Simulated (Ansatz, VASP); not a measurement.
# Ti: VASP beside Ansatz

```
CELL_PARAMETERS angstrom
4.51529 0.00000 0.00000
-2.25765 3.91036 0.00000
0.00000 0.00000 2.74282
ATOMIC_POSITIONS crystal
Ti 0.00000 0.00000 0.00000
Ti 0.33333 0.66667 0.50000
Ti 0.66667 0.33333 0.50000
```

Change from the starting cell: strain along c alone, the other axes held, atoms relaxed: -2.0 %.

Alike in both runs: task single point; functional PBEsol; k mesh 12 × 12 × 18; occupations gaussian, width 0.1 eV; no spin polarisation.

|  | VASP | Ansatz |
| --- | --- | --- |
| version | VASP 6.6.1 | Ansatz 0.2.0 |
| potentials or method | VASP PAW PBE potentials, release 64 (Ti_sv), cutoff 520 eV | scalar-relativistic, plane waves, PAW |
| valence electrons in the cell | 36 | 36 |

|  | VASP | Ansatz | Ansatz less VASP |
| --- | --- | --- | --- |
| gap on the k mesh at the Fermi level (eV) | none | none | - |
| pressure (GPa) | 2.3 | 2.6 | +0.37 |
| traceless stress, the component that is largest in VASP (GPa) | 2.89 | 2.90 | +0.010 |

VASP's potentials were made for PBE, not for PBEsol. A gap of «none» marks a metal or a gap that the smearing closes.
